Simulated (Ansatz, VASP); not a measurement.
**One calculation of SnSe, two programs**

```
Sn Se
1.0
     0.00000    2.94855    2.94855
     2.94855    0.00000    2.94855
     2.94855    2.94855    0.00000
Sn Se
1 1
Cartesian
  0.0000 0.0000 0.0000
  2.9486 2.9486 2.9486
```

Change from the starting cell: volume scaled by 0.94.

Alike in both runs: task single point; functional PBEsol; k mesh 7 × 7 × 7; occupations fermi-dirac, width 0.01 eV; no spin polarisation.

```csv
,VASP,Ansatz
version,VASP 6.6.1,Ansatz 0.2.0
potentials or method,"VASP PAW PBE potentials, release 64 (Sn_d, Se), cutoff 520 eV","all-electron LAPW, scalar-relativistic"
```

|  | VASP | Ansatz | Ansatz less VASP |
| --- | --- | --- | --- |
| pressure (GPa) | 1.5 | 1.5 | -0.02 |

VASP's potentials were made for PBE, not for PBEsol. Ansatz ran all-electron here, and VASP with PAW potentials.
